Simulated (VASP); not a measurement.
# Si: single point with r2SCAN

The system is Si.

```
Si
1.0
    -1.48163    1.48163    1.48163
     1.48163   -1.48163    1.48163
     1.48163    1.48163   -1.48163
Si
1
Direct
  0.00000 0.00000 0.00000
```

This isn't the form of Si at room conditions, which is diamond.

```json
{"Program": "VASP 6.6.1", "Task": "single point", "Functional": "r2SCAN", "Potentials or basis": "VASP PAW PBE potentials, release 64 (Si)", "Cutoff": "550 eV", "k mesh": "10 × 10 × 10", "Occupations": "methfessel-paxton, width 0.05 eV", "Spin": "no spin polarisation"}
```

```json
{
 "Pressure": "10.1 GPa",
 "Band gap on the k mesh": "zero (bands 2 and 3 overlap by 18.17 eV)"
}
```

Levels at points of the mesh, in eV from the Fermi level:
| k point | band 1 | band 2 | band 3 | band 4 | band 5 | band 6 |
| --- | --- | --- | --- | --- | --- | --- |
| (0.00, 0.00, 0.00) | -16.32 | 13.86 | 13.86 | 13.86 | 13.99 | 13.99 |
| (0.50, 0.00, 0.00) | -7.81 | -7.55 | 6.67 | 8.06 | 9.49 | 11.42 |
| (0.50, 0.50, 0.50) | -0.58 | -0.58 | -0.58 | 1.90 | 1.90 | 2.99 |

Wall time 14 s on 1 thread of Intel(R) Xeon(R) Platinum 8259CL CPU @ 2.50GHz (Skylake/Cascade Lake) (shared host), peak memory 0.12 GiB.

Caveat: the cell stands under pressure; the PAW data sets were made with another functional, which shifts forces and pressure a little.
